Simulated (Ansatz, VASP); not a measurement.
## One calculation of Sn, two programs

```xyz
2
Lattice="2.6625 0.0000 0.0000 -1.3312 2.3058 0.0000 0.0000 0.0000 4.3088" Properties=species:S:1:pos:R:3 pbc="T T T"
Sn    0.0000    1.5372    1.0772
Sn    1.3312    0.7686    3.2316
```

Alike in both runs: task relaxation of cell and atoms; functional PBE; k mesh 12 × 12 × 6; occupations gaussian, width 0.1 eV; no spin polarisation.

|  | VASP | Ansatz |
| --- | --- | --- |
| version | VASP 6.6.1 | Ansatz 0.2.0 |
| potentials or method | VASP PAW PBE potentials, release 64 (Sn_d), cutoff 600 eV | scalar-relativistic, plane waves, PAW |
| valence electrons in the cell | 28 | 28 |

```tsv
	VASP	Ansatz	Ansatz less VASP
gap on the k mesh at the Fermi level, each at its own relaxed structure (eV)	none	none	-
relaxed volume (Å³/atom)	27.72	27.76	+0.037
relaxed length of the cell vector where the two differ most in proportion (Å)	3.407	3.410	+0.0024
```

A gap of «none» marks a metal or a gap that the smearing closes.

Noted on VASP's run: the volume moved by over 15 % at a fixed basis, so the end points are rough.
